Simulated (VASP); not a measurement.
Here is a VASP 6.6.1 calculation.

File POSCAR:

```
AlN
1.0
    0.0000000000      2.1906978614      2.1906978614
    2.1906978614      0.0000000000      2.1906978614
    2.1906978614      2.1906978614      0.0000000000
Al N
1 1
Direct
    0.0000000000      0.0000000000      0.0000000000
    0.2500000000      0.2500000000      0.2500000000
```

INCAR.step1

```
SYSTEM = AlN
ALGO     = Normal         ! electronic algorithm
EDIFF    = 1E-5           ! SCF threshold, eV
ENCUT    = 520            ! plane-wave cutoff, eV
GGA      = PE             ! functional
ISIF     = 2              ! what is computed and relaxed
ISMEAR   = 0              ! smearing method
LASPH    = .TRUE.         ! aspherical terms in the spheres
LCHARG   = .FALSE.        ! write CHGCAR
LREAL    = .FALSE.        ! projectors in reciprocal space
LWAVE    = .TRUE.         ! write WAVECAR
NBANDS   = 11             ! bands
NELM     = 80             ! most SCF steps
PREC     = Accurate       ! precision mode
SIGMA    = 0.05           ! smearing width, eV
```

File INCAR.step2:

```
SYSTEM = AlN
ALGO     = Normal         ! electronic algorithm
EDIFF    = 1E-6           ! SCF threshold, eV
ENCUT    = 520            ! plane-wave cutoff, eV
GGA      = PE             ! functional
HFSCREEN = 0.2079         ! screening, 1/A
ISIF     = 2              ! what is computed and relaxed
ISMEAR   = 0              ! smearing method
ISTART   = 1            
LASPH    = .TRUE.         ! aspherical terms in the spheres
LCHARG   = .FALSE.        ! write CHGCAR
LHFCALC  = .TRUE.         ! exact exchange
LREAL    = .FALSE.        ! projectors in reciprocal space
LWAVE    = .FALSE.        ! write WAVECAR
NBANDS   = 11             ! bands
NELM     = 80             ! most SCF steps
PREC     = Accurate       ! precision mode
PRECFOCK = Normal       
SIGMA    = 0.05           ! smearing width, eV
```

KPOINTS

```
k-points
0
G
  6 6 6
  0 0 0
```

Potentials or basis: VASP PAW PBE potentials, release 64 (Al, N).

Run with:

```bash
$ cat potpaw_PBE.64/Al/POTCAR potpaw_PBE.64/N/POTCAR > POTCAR
$ cp INCAR.step1 INCAR
$ mpirun -np 1 vasp_std > vasp.out
$ cp INCAR.step2 INCAR
$ mpirun -np 1 vasp_std > vasp.out
```

(1) Estimate the band gap on the k mesh.

(2) Predict the pressure.

## Answers

(1) 4.54 eV (least direct gap 5.46 eV).

(2) -2.5 GPa.

Caveat: the PAW data sets were made with another functional, which shifts forces and pressure a little.
